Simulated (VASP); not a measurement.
RbBr:

```xyz
2
Lattice="0.0000 3.4942 3.4942 3.4942 0.0000 3.4942 3.4942 3.4942 0.0000" Properties=species:S:1:pos:R:3 pbc="T T T"
Rb    0.0000    0.0000    0.0000
Br    3.4942    3.4942    3.4942
```

Base run:

```yaml
Program: VASP 6.6.1
Functional: PBE0
Potentials_or_basis: VASP PAW PBE potentials, release 64 (Rb_sv, Br)
Cutoff: 520 eV
k_mesh: 4 × 4 × 4
Occupations: fermi-dirac, width 0.05 eV
Spin: no spin polarisation
```

Its results: band gap on the k mesh 6.10 eV, direct; pressure -0.1 GPa.

Task: The run is repeated on the same cell with these changes: functional from PBE0 to PBEsol; k mesh from 4 × 4 × 4 to 7 × 7 × 7. What comes out?

Result: Band gap on the k mesh 4.09 eV, direct; pressure -0.7 GPa.

Several settings changed at once, so the effect can't be laid on one alone.

Caveats: the PAW data sets were made with another functional, which shifts forces and pressure a little.

A k mesh can miss the band edges.
